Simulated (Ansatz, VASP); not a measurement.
**BN: VASP beside Ansatz**

Contents of POSCAR:

```
BN
1.0
    0.0000000000      1.8048254497      1.8048254497
    1.8048254497      0.0000000000      1.8048254497
    1.8048254497      1.8048254497      0.0000000000
B N
1 1
Direct
    0.0000000000      0.0000000000      0.0000000000
    0.2500000000      0.2500000000      0.2500000000
```

INCAR.step1

```
ALGO = Normal ; EDIFF = 1E-5
ENCUT = 520 ; GGA = PE
ISIF = 2 ; ISMEAR = 0
LASPH = True ; LREAL = False
LWAVE = True ; NBANDS = 11
NELM = 60 ; PREC = Accurate
SIGMA = 0.01
```

File INCAR.step2:

```
ALGO = Normal ; EDIFF = 1E-7
ENCUT = 520 ; GGA = PE
HFSCREEN = 0.2079 ; ISIF = 2
ISMEAR = 0 ; ISTART = 1
LASPH = True ; LCHARG = True
LELF = True ; LHFCALC = True
LREAL = False ; LVHAR = True
LWAVE = False ; NBANDS = 11
NELM = 60 ; PREC = Accurate
PRECFOCK = Normal ; SIGMA = 0.01
```

Contents of KPOINTS:

```
k-points
0
Gamma
  8 8 8
```

Input for Ansatz:

```yaml
crystal:
  lattice:
    - [0.0, 1.8048254497, 1.8048254497]
    - [1.8048254497, 0.0, 1.8048254497]
    - [1.8048254497, 1.8048254497, 0.0]
  atoms:
    - { symbol: B, position: [0.0, 0.0, 0.0] }
    - { symbol: "N", position: [0.25, 0.25, 0.25] }
kpoints:
  mp_grid: { grid: [8, 8, 8] }
  band_path:
    path:
      - [0.0, 0.0, 0.0]
      - [-0.5, -0.5, 0.0]
      - [-0.375, -0.375, 0.25]
      - [-0.375, 0.0, 0.375]
      - [0.0, 0.0, 0.5]
      - [-0.5, -0.25, 0.25]
      - [0.0, 0.5, 0.5]
    npoints: 1
hamiltonian:
  xc: hse06
scf:
  occupations: { method: fixed }
  n_extra_bands: 4
output:
  forces: true
  stress: true
  eigenvalues: true
```

Alike in both runs: task single point; functional HSE06; k mesh 8 × 8 × 8; no spin polarisation.

|  | VASP | Ansatz |
| --- | --- | --- |
| version | VASP 6.6.1 | Ansatz 0.2.0 |
| potentials or method | VASP PAW PBE potentials, release 64 (B, N) | plane waves, PAW |
| plane-wave cutoff (eV) | 520 | 420 |
| occupations | gaussian, width 0.01 eV | fixed |
| valence electrons in the cell | 8 | 8 |

```tsv
	VASP	Ansatz	Ansatz less VASP
gap on the k mesh at the Fermi level (eV)	5.78	5.79	+0.015
pressure (GPa)	-3.9	-4.4	-0.51
```

Ansatz's warnings: stress exchange threshold loose, stress scf threshold loose.
